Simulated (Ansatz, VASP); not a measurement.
## Se in VASP and in Ansatz

File INCAR:

```
SYSTEM = Se
PREC = Accurate
ENCUT = 520
EDIFF = 1E-6
ISMEAR = -1
SIGMA = 0.01
LREAL = .FALSE.
LASPH = .TRUE.
NELM = 60
ALGO = Normal
ISIF = 2
LWAVE = .FALSE.
LCHARG = .FALSE.
GGA = PS
NBANDS = 27
```

File KPOINTS:

```
Automatic mesh
0
G
  6 6 6
  0 0 0
```

File POSCAR:

```
Se
1.0
    5.6809998619      3.2799267995      1.4468034000
   -5.6809998619      3.2799267995      1.4468034000
    0.0000000000     -6.5598535991      1.4468034000
Se
6
Direct
    0.2806600000      0.1625100000      0.9181800000
    0.9181800000      0.2806600000      0.1625100000
    0.1625100000      0.9181800000      0.2806600000
    0.7193400000      0.8374900000      0.0818200000
    0.0818200000      0.7193400000      0.8374900000
    0.8374900000      0.0818200000      0.7193400000
```

Input for Ansatz:

```yaml
crystal:
  lattice:
    - [5.6809998619, 3.2799267995, 1.4468034]
    - [-5.6809998619, 3.2799267995, 1.4468034]
    - [0.0, -6.5598535991, 1.4468034]
  atoms:
    - { symbol: Se, position: [0.28066, 0.16251, 0.91818] }
    - { symbol: Se, position: [0.91818, 0.28066, 0.16251] }
    - { symbol: Se, position: [0.16251, 0.91818, 0.28066] }
    - { symbol: Se, position: [0.71934, 0.83749, 0.08182] }
    - { symbol: Se, position: [0.08182, 0.71934, 0.83749] }
    - { symbol: Se, position: [0.83749, 0.08182, 0.71934] }
kpoints:
  mp_grid: { grid: [6, 6, 6] }
  band_path:
    path:
      - [0.0, 0.0, 0.0]
      - [0.5, 0.0, 0.0]
      - [0.5, -0.5, 0.5]
      - [0.1990961096, -0.8009038904, 0.1990961096]
      - [0.1990961096, 0.1990961096, 0.1990961096]
      - [0.0, 0.0, 0.0]
      - [0.5, -0.5, 0.0]
    npoints: 5
scf:
  occupations: { method: fermi_dirac, width: 0.01 }
hamiltonian:
  xc: pbesol
  pseudopotentials: { kind: all_electron, lapw: { basis_error: 0.001 } }
output:
  forces: true
  stress: true
  eigenvalues: true
```

Change from the starting cell: zz strain of -2 %.

Alike in both runs: task single point; functional PBEsol; k mesh 6 × 6 × 6; occupations fermi-dirac, width 0.01 eV; no spin polarisation.

```csv
,VASP,Ansatz
version,VASP 6.6.1,Ansatz 0.2.0
potentials or method,"VASP PAW PBE potentials, release 64 (Se), cutoff 520 eV","all-electron LAPW, scalar-relativistic"
```

VASP gave:

| Property | Result |
| --- | --- |
| gap on the k mesh at the Fermi level (eV) | 1.03 |
| pressure (GPa) | 1.0 |
| traceless stress, the component that is largest in VASP (GPa) | 0.05 |
| rms of the force components (eV/Å) | 0.307 |

Problem. What did Ansatz give for the same quantities?

Solution. gap on the k mesh at the Fermi level (eV): 1.04; pressure (GPa): 0.8; traceless stress, the component that is largest in VASP (GPa): 0.14; rms of the force components (eV/Å): 0.274.

VASP's potentials were made for PBE, not for PBEsol. Atom by atom the forces differ by 0.034 eV/Å (rms over components). Ansatz ran all-electron here, and VASP with PAW potentials.
